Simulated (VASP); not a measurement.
Na, 2 atoms in the cell. It takes space group P6_3/mmc (No. 194, hexagonal). The conventional cell has a = 3.817 Å, b = 3.817 Å, c = 6.235 Å, α = 90.00°, β = 90.00°, γ = 120.00°. Within 5.0 Å of Na (site symmetry -6m2) lie 12 Na at 3.82 Å.  This cell differs from its parent crystal: volume scaled by 1.04.

| Item | Value |
| --- | --- |
| Program | VASP 6.6.1 |
| Task | single point |
| Functional | PBE |
| Potentials or basis | VASP PAW PBE potentials, release 64 (Na_pv) |
| Cutoff | 520 eV |
| k mesh | 8 × 8 × 5 |
| Occupations | fermi-dirac, width 0.05 eV |
| Spin | no spin polarisation |
| Dipole correction | no |
| Further INCAR settings | ALGO = Normal; EDIFF = 1e-06; NBANDS = 14 |

Potentials or basis: VASP PAW PBE potentials, release 64 (Na_pv).

Command:

```sh
$ cat potpaw_PBE.64/Na_pv/POTCAR > POTCAR
$ mpirun -np 1 vasp_std > vasp.out
```

Hardware: 1 thread of Intel(R) Xeon(R) Platinum 8375C CPU @ 2.90GHz (Ice Lake), with other jobs on the host.

Task: How long does it take, and how much memory?

Result: Wall time 12 s on 1 thread of Intel(R) Xeon(R) Platinum 8375C CPU @ 2.90GHz (Ice Lake), with other jobs on the host, peak memory 0.17 GiB. Counts: scf iterations 9, k points 30.
